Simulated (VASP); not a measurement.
# Na2S (Fm-3m) in VASP: a series of runs

The runs below take Na2S through electric field gradients, with PBEsol.

Everything below comes from runs of VASP 6.6.1. Logs are shortened: lines on timing, memory, paths and dates and some standing lists are left out, and cuts for length are marked.

## (1) The cell of the first run

The structure is cubic, space group Fm-3m (No. 225). Conventional cell: a = 6.526 Å, b = 6.526 Å, c = 6.526 Å, α = 90.00°, β = 90.00°, γ = 90.00°. Na (site symmetry -43m) has 4 S at 2.83 Å and 6 Na at 3.26 Å within 3.7 Å. S (site symmetry m-3m) has 8 Na at 2.83 Å within 3.7 Å.

## (2) Electric field gradients, PBEsol

INCAR reads:

```
  PREC = Accurate
  ENCUT = 400
  EDIFF = 1E-8
  ISMEAR = -1
  SIGMA = 0.02
  LREAL = False
  LASPH = True
  NELM = 120
  ALGO = Normal
  ISIF = 2
  LWAVE = False
  LCHARG = False
  GGA = PS
  LEFG = True
  NBANDS = 17
  GGA_COMPAT = False
```

KPOINTS reads:

```
Automatic mesh
0
Gamma
  8 8 8
```

POSCAR reads:

```
Na2S
1.0
    0.0000000000      3.2630000000      3.2630000000
    3.2630000000      0.0000000000      3.2630000000
    3.2630000000      3.2630000000      0.0000000000
Na S
2 1
Direct
    0.2500000000      0.2500000000      0.2500000000
    0.7500000000      0.7500000000      0.7500000000
    0.0000000000      0.0000000000      0.0000000000
```

Potentials or basis: VASP PAW PBE potentials, release 64 (Na_pv, S).

Run with:

```console
> cat potpaw_PBE.64/Na_pv/POTCAR potpaw_PBE.64/S/POTCAR > POTCAR
> mpirun -np 1 vasp_std > vasp.out
```

OUTCAR:

```text
PREC = Accurate
   ENCUT = 400
   EDIFF = 1E-8
   ISMEAR = -1
   LREAL = False
   LASPH = True
   NELM = 120
   ISIF = 2
   GGA = PS

 ion  position               nearest neighbor table
   1  0.250  0.250  0.250-
   2  0.750  0.750  0.750-
   3  0.000  0.000  0.000-

  LATTYP: Found a face centered cubic cell.
 ALAT       =     6.5260000000

  Lattice vectors:

 A1 = (   0.0000000000,   3.2630000000,   3.2630000000)
 A2 = (   3.2630000000,   0.0000000000,   3.2630000000)
 A3 = (   3.2630000000,   3.2630000000,   0.0000000000)

Analysis of symmetry for initial positions (statically):
=====================================================================
 Subroutine PRICEL returns:
 Original cell was already a primitive cell.

 Routine SETGRP: Setting up the symmetry group for a
 face centered cubic supercell.

 Subroutine GETGRP returns: Found 48 space group operations
 (whereof 48 operations were pure point group operations)
 out of a pool of 48 trial point group operations.

The static configuration has the point symmetry O_h .

Analysis of symmetry for dynamics (positions and initial velocities):
=====================================================================
 Subroutine PRICEL returns:
 Original cell was already a primitive cell.

 Routine SETGRP: Setting up the symmetry group for a
 face centered cubic supercell.

 Subroutine GETGRP returns: Found 48 space group operations
 (whereof 48 operations were pure point group operations)
 out of a pool of 48 trial point group operations.

The dynamic configuration has the point symmetry O_h .

 Subroutine INISYM returns: Found 48 space group operations
 (whereof 48 operations are pure point group operations),
 and found     1 'primitive' translations

----------------------------------------------------------------------------------------

                                     Primitive cell

  volume of cell :      69.4834

  direct lattice vectors                    reciprocal lattice vectors
     0.000000000  3.263000000  3.263000000    -0.153233221  0.153233221  0.153233221
     3.263000000  0.000000000  3.263000000     0.153233221 -0.153233221  0.153233221
     3.263000000  3.263000000  0.000000000     0.153233221  0.153233221 -0.153233221

  length of vectors
     4.614578854  4.614578854  4.614578854     0.265407724  0.265407724  0.265407724

  position of ions in fractional coordinates (direct lattice)
     0.250000000  0.250000000  0.250000000
     0.750000000  0.750000000  0.750000000
     0.000000000  0.000000000  0.000000000

  ion indices of the primitive-cell ions
   primitive index   ion index
                 1           1
                 2           2
                 3           3

----------------------------------------------------------------------------------------

 KPOINTS: Automatic mesh

Automatic generation of k-mesh.
 Grid dimensions read from file:
 generate k-points for:    8    8    8

 Generating k-lattice:

  Cartesian coordinates                     Fractional coordinates (reciprocal lattice)
    -0.019154153  0.019154153  0.019154153     0.125000000  0.000000000  0.000000000
     0.019154153 -0.019154153  0.019154153     0.000000000  0.125000000  0.000000000
     0.019154153  0.019154153 -0.019154153     0.000000000  0.000000000  0.125000000

  Length of vectors
     0.033175966  0.033175966  0.033175966

  Shift w.r.t. Gamma in fractional coordinates (k-lattice)
     0.000000000  0.000000000  0.000000000

 Subroutine IBZKPT returns following result:
 ===========================================

 Found     29 irreducible k-points:

 Following reciprocal coordinates:
            Coordinates               Weight
  0.000000  0.000000  0.000000      1.000000
  0.125000  0.000000  0.000000      8.000000
  0.250000  0.000000  0.000000      8.000000
  0.375000  0.000000  0.000000      8.000000
  0.500000  0.000000  0.000000      4.000000
  0.125000  0.125000  0.000000      6.000000
[... 16 lines left out ...]
  0.500000  0.250000  0.125000     48.000000
 -0.375000  0.250000  0.125000     24.000000
 [... further k-points ...]
   k-points           NKPTS =     29   k-points in BZ     NKDIM =     29   number of bands    NBANDS=     17
   number of dos      NEDOS =    301   number of ions     NIONS =      3
   total plane-waves  NPLWV =  27000
   dimension x,y,z NGX =    30 NGY =   30 NGZ =   30
   dimension x,y,z NGXF=    60 NGYF=   60 NGZF=   60
   ions per type =               2   1
   NGX,Y,Z   is equivalent  to a cutoff of  10.81, 10.81, 10.81 a.u.
   NGXF,Y,Z  is equivalent  to a cutoff of  21.62, 21.62, 21.62 a.u.
 SYSTEM =  unknown system
   PREC   = accura    normal or accurate (medium, high low for compatibility)
   ISTART =      0    job   : 0-new  1-cont  2-samecut
   ICHARG =      2    charge: 1-file 2-atom 10-const
   ISPIN  =      1    spin polarized calculation?
   LNONCOLLINEAR =      F non collinear calculations
   LSORBIT =      F    spin-orbit coupling
   LASPH  =      T    aspherical Exc in radial PAW
   ENCUT  =  400.0 eV  29.40 Ry    5.42 a.u.   7.53  7.53  7.53*2*pi/ulx,y,z
   NELM   =    120;   NELMIN=  2; NELMDL= -5     # of ELM steps
   EDIFF  = 0.1E-07   stopping-criterion for ELM
   LREAL  =      F    real-space projection
   EDIFFG = 0.1E-06   stopping-criterion for IOM
   NSW    =      0    number of steps for IOM
   IBRION =     -1    ionic relax: 0-MD 1-quasi-New 2-CG
   NFREE  =      0    steps in history (QN), initial steepest desc. (CG)
   ISIF   =      2    stress and relaxation
   ISYM   =      2    0-nonsym 1-usesym 2-fastsym
   POTIM  = 0.5000    time-step for ionic-motion
   TEBEG  =    0.0;   TEEND  =   0.0 temperature during run
   PSTRESS=    0.0 pullay stress
   NELECT =      20.0000    total number of electrons
   NUPDOWN=      -1.0000    fix difference up-down
   EMIN   =  10.00;   EMAX   =-10.00  energy-range for DOS
   EFERMI =   0.00;   METHOD = LEGACY
   ISMEAR =    -1;   SIGMA  =   0.02  broadening in eV -4-tet -1-fermi 0-gaus
   EFERMI_NEDOS =   21; number of points for ismear=-14 and -15
   IALGO  =     38    algorithm
   IMIX   =      4    mixing-type and parameters
     AMIX     =   0.40;   BMIX     =  1.00
     AMIX_MAG =   1.60;   BMIX_MAG =  1.00
  volume/ion in A,a.u.               =      23.16       156.30
  Fermi-wavevector in a.u.,A,eV,Ry     =   1.080914  2.042631 15.896704  1.168375
  Thomas-Fermi vector in A             =   2.216917
   LORBIT       =      0    0 simple, 1 ext, 2 COOP (PROOUT), +10 PAW based schemes
   GGA     = PS    functional components
   LHFCALC =     F    Hartree Fock is set to
   AEXX    =    0.0000 exact exchange contribution
   IVDW    =     0    specifies the selected vdW correction
   LEPSILON=     F    determine dielectric tensor
   LRPA    =     F    only Hartree local field effects (RPA)
 non-spin polarized calculation
  energy-cutoff  :      400.00
  volume of cell :       69.48
 maximum number of plane-waves:      1283
   NGX = 15   NGY = 15   NGZ = 15

 number of electron      19.9999969 magnetization

 Free energy of the ion-electron system (eV)
  ---------------------------------------------------
  ext. energy  EPLUGINS =         0.00000000
  ---------------------------------------------------
  free energy    TOTEN  =       -10.37183087 eV

  energy without entropy =      -10.37183087  energy(sigma->0) =      -10.37183087

 E-fermi :   0.5675     XC(G=0):  -7.9799

 val. band max:        0.1417102215   @ k =   0.0000   0.0000   0.0000
 cond. band min:       2.5278802111   @ k =   0.0000   0.0000   0.0000
 fundamental gap:      2.3861699896
 Fermi energy:         0.5675119699

 k-point     1 :       0.0000    0.0000    0.0000
  band No.  band energies     occupation
      1     -21.9087      2.00000
      2     -21.9087      2.00000
      3     -21.9087      2.00000
      4     -21.8523      2.00000
      5     -21.8523      2.00000
      6     -21.8523      2.00000
[... 9 lines left out ...]
     16       9.4547      0.00000
     17      11.2692      0.00000

 k-point     2 :       0.1250    0.0000    0.0000
  band No.  band energies     occupation
      1     -21.9076      2.00000
      2     -21.9068      2.00000
      3     -21.9068      2.00000
      4     -21.8560      2.00000
      5     -21.8546      2.00000
      6     -21.8546      2.00000
[... 9 lines left out ...]
     16       9.0628      0.00000
     17      10.8262      0.00000

 k-point     3 :       0.2500    0.0000    0.0000
  band No.  band energies     occupation
      1     -21.9032      2.00000
      2     -21.9011      2.00000
      3     -21.9010      2.00000
      4     -21.8649      2.00000
      5     -21.8614      2.00000
      6     -21.8614      2.00000
[... 9 lines left out ...]
     16       9.2350      0.00000
     17      10.3844      0.00000

 k-point     4 :       0.3750    0.0000    0.0000
  band No.  band energies     occupation
      1     -21.8968      2.00000
      2     -21.8922      2.00000
      3     -21.8922      2.00000
      4     -21.8756      2.00000
      5     -21.8707      2.00000
      6     -21.8707      2.00000
[... 9 lines left out ...]
     16      10.2629      0.00000
     17      10.6505      0.00000
[... 343 lines left out ...]
      1     -21.9168      2.00000
      2     -21.9040      2.00000
      3     -21.8930      2.00000
      4     -21.8749      2.00000
      5     -21.8604      2.00000
      6     -21.8477      2.00000
[... 9 lines left out ...]
     16      10.6834      0.00000
     17      11.7418      0.00000

 k-point    23 :       0.5000    0.2500    0.1250
  band No.  band energies     occupation
      1     -21.9189      2.00000
      2     -21.9059      2.00000
      3     -21.8945      2.00000
      4     -21.8710      2.00000
      5     -21.8627      2.00000
      6     -21.8480      2.00000
[... 9 lines left out ...]
     16      11.1937      0.00000
     17      12.0573      0.00000

 k-point    24 :      -0.3750    0.2500    0.1250
  band No.  band energies     occupation
      1     -21.9175      2.00000
      2     -21.9127      2.00000
      3     -21.8832      2.00000
      4     -21.8830      2.00000
      5     -21.8539      2.00000
      6     -21.8529      2.00000
[... 9 lines left out ...]
     16      10.7360      0.00000
     17      12.0665      0.00000

 [... further k-points ...]

------------------------ aborting loop because EDIFF is reached ----------------------------------------

  FORCE on cell =-STRESS in cart. coord.  units (eV):
  Direction    XX          YY          ZZ          XY          YZ          ZX
  --------------------------------------------------------------------------------------
  -------------------------------------------------------------------------------------
  Total       -0.2080302     -0.2080302     -0.2080302      0.0000000      0.0000000      0.0000000
  in kB       -4.7968465     -4.7968465     -4.7968465      0.0000000      0.0000000      0.0000000
  external PRESSURE =      -4.7968465 kB  Pullay stress =       0.0000000 kB

 VOLUME and BASIS-vectors are now :
 -----------------------------------------------------------------------------
  energy-cutoff  :      400.00
  volume of cell :       69.48
      direct lattice vectors                 reciprocal lattice vectors
     0.000000000  3.263000000  3.263000000    -0.153233221  0.153233221  0.153233221
     3.263000000  0.000000000  3.263000000     0.153233221 -0.153233221  0.153233221
     3.263000000  3.263000000  0.000000000     0.153233221  0.153233221 -0.153233221

 POSITION                                       TOTAL-FORCE (eV/Angst)
 -----------------------------------------------------------------------------------
      1.63150      1.63150      1.63150         0.000000      0.000000     -0.000000
      4.89450      4.89450      4.89450        -0.000000     -0.000000      0.000000
      0.00000      0.00000      0.00000         0.000000     -0.000000     -0.000000
 -----------------------------------------------------------------------------------
    total drift:                                0.000000     -0.000000      0.000000

  FREE ENERGIE OF THE ION-ELECTRON SYSTEM (eV)
  ---------------------------------------------------
  free  energy   TOTEN  =       -10.3718308658 eV

  energy  without entropy=      -10.3718308658  energy(sigma->0) =      -10.37183087

 Electric field gradients (V/A^2)
---------------------------------------------------------------------
 ion       V_xx      V_yy      V_zz      V_xy      V_xz      V_yz
---------------------------------------------------------------------
   1       0.000     0.000     0.000    -0.001    -0.001    -0.001
   2       0.000     0.000     0.000    -0.001    -0.001    -0.001
   3       0.000    -0.000     0.000    -0.001    -0.001    -0.001
---------------------------------------------------------------------

 Electric field gradients after diagonalization (V/A^2)
 (convention: |V_zz| > |V_xx| > |V_yy|)
----------------------------------------------------------------------
 ion       V_xx      V_yy      V_zz     asymmetry (V_yy - V_xx)/ V_zz
----------------------------------------------------------------------
   1       0.001     0.001    -0.001       0.000
   2       0.001     0.001    -0.001       0.000
   3       0.001     0.001    -0.002       0.000
----------------------------------------------------------------------

           NMR quadrupolar parameters

 Cq : quadrupolar parameter    Cq=e*Q*V_zz/h
 eta: asymmetry parameters     (V_yy - V_xx)/ V_zz
 Q  : nuclear electric quadrupole moment in mb (millibarn)
----------------------------------------------------------------------
 ion       Cq(MHz)       eta       Q (mb)
----------------------------------------------------------------------
   1      -0.000       0.000       1.000
   2      -0.000       0.000       1.000
   3      -0.000       0.000       1.000
----------------------------------------------------------------------
```

It took 57 s on 1 thread of Intel Xeon 8259CL, shared host; peak memory 0.17 GiB.

What came out:

| Item | Value |
| --- | --- |
| Free energy | -10.3718 eV |
| Pressure | -0.5 GPa |
| Band gap on the k mesh | 2.39 eV |
| Largest electric field gradient by atom | zero within the noise of the run |

Levels at points of the mesh, in eV from the valence-band top:
```
           k point  band 6  band 7  band 8  band 9  band 10  band 11  band 12  band 13  band 14  band 15
(0.00, 0.00, 0.00)  -21.99  -10.14    0.00    0.00     0.00     2.39     7.68     7.68     7.68     9.31
(0.50, 0.00, 0.00)  -22.02   -9.88   -1.69   -0.13    -0.13     4.74     6.34     7.07     7.07    11.17
(0.50, 0.50, 0.00)  -21.98   -9.80   -1.51   -0.47    -0.47     3.70     5.97     8.45     9.70     9.70
```

Caveat: the PAW data sets were made with another functional, which shifts forces and pressure a little.

## (3) Electric field gradients, PBEsol

INCAR reads:

```
SYSTEM = Na2S
PREC = Accurate
ENCUT = 400
EDIFF = 1E-8
ISMEAR = -1
SIGMA = 0.02
LREAL = .False.
LASPH = .True.
NELM = 120
ALGO = Normal
ISIF = 2
LWAVE = .False.
LCHARG = .False.
GGA = PS
LEFG = .True.
NBANDS = 17
GGA_COMPAT = .False.
```

KPOINTS reads:

```
Automatic mesh
0
Gamma
  8 8 8
  0 0 0
```

POSCAR is that of step 2.

Potentials or basis: VASP PAW PBE potentials, release 64 (Na_pv, S).

Run with:

```console
> cat potpaw_PBE.64/Na_pv/POTCAR potpaw_PBE.64/S/POTCAR > POTCAR
> mpirun -np 1 vasp_std > vasp.out
```

OUTCAR:

```text
SYSTEM = Na2S
   PREC = Accurate
   ENCUT = 400
   EDIFF = 1E-8
   ISMEAR = -1
   LREAL = .False.
   LASPH = .True.
   NELM = 120
   ISIF = 2
   GGA = PS

 ion  position               nearest neighbor table
   1  0.250  0.250  0.250-
   2  0.750  0.750  0.750-
   3  0.000  0.000  0.000-

  LATTYP: Found a face centered cubic cell.
 ALAT       =     6.5260000000

  Lattice vectors:

 A1 = (   0.0000000000,   3.2630000000,   3.2630000000)
 A2 = (   3.2630000000,   0.0000000000,   3.2630000000)
[... 696 lines left out ...]

  energy  without entropy=      -10.3718308658  energy(sigma->0) =      -10.37183087

 Electric field gradients (V/A^2)
---------------------------------------------------------------------
 ion       V_xx      V_yy      V_zz      V_xy      V_xz      V_yz
---------------------------------------------------------------------
   1       0.000     0.000     0.000    -0.001    -0.001    -0.001
   2       0.000     0.000     0.000    -0.001    -0.001    -0.001
   3       0.000    -0.000     0.000    -0.001    -0.001    -0.001
---------------------------------------------------------------------

 Electric field gradients after diagonalization (V/A^2)
 (convention: |V_zz| > |V_xx| > |V_yy|)
----------------------------------------------------------------------
 ion       V_xx      V_yy      V_zz     asymmetry (V_yy - V_xx)/ V_zz
----------------------------------------------------------------------
   1       0.001     0.001    -0.001       0.000
   2       0.001     0.001    -0.001       0.000
   3       0.001     0.001    -0.002       0.000
----------------------------------------------------------------------

           NMR quadrupolar parameters

 Cq : quadrupolar parameter    Cq=e*Q*V_zz/h
 eta: asymmetry parameters     (V_yy - V_xx)/ V_zz
 Q  : nuclear electric quadrupole moment in mb (millibarn)
----------------------------------------------------------------------
 ion       Cq(MHz)       eta       Q (mb)
----------------------------------------------------------------------
   1      -0.000       0.000       1.000
   2      -0.000       0.000       1.000
   3      -0.000       0.000       1.000
----------------------------------------------------------------------
```

OSZICAR:

```text
N       E                     dE             d eps       ncg     rms          rms(c)
DAV:   1     0.132023569565E+03    0.13202E+03   -0.91346E+03   986   0.102E+03
[... 13 lines left out ...]
DAV:  15    -0.103718404937E+02    0.12119E-04   -0.13733E-05  1332   0.160E-02    0.103E-01
DAV:  16    -0.103718331460E+02    0.73476E-05   -0.12055E-05  1293   0.150E-02    0.531E-02
DAV:  17    -0.103718309424E+02    0.22036E-05   -0.61862E-06  1284   0.104E-02    0.188E-02
DAV:  18    -0.103718308165E+02    0.12594E-06   -0.10324E-06  1291   0.454E-03    0.475E-03
DAV:  19    -0.103718308493E+02   -0.32827E-07   -0.92402E-08  1205   0.133E-03    0.136E-03
DAV:  20    -0.103718308654E+02   -0.16063E-07   -0.85874E-09   782   0.502E-04    0.128E-04
DAV:  21    -0.103718308658E+02   -0.40950E-09   -0.65920E-10   594   0.157E-04
   1 F= -.10371831E+02 E0= -.10371831E+02  d E =-.161507E-10
```

Wall time 56 s (1 thread of Intel Xeon 8259CL, shared host); peak memory 0.17 GiB.

Results:

| Item | Value |
| --- | --- |
| Free energy | -10.3718 eV |
| Pressure | -0.5 GPa |
| Band gap on the k mesh | 2.39 eV |
| Largest electric field gradient by atom | zero within the noise of the run |

Caveat: the PAW data sets were made with another functional, which shifts forces and pressure a little.

[end of part 1 of 2]
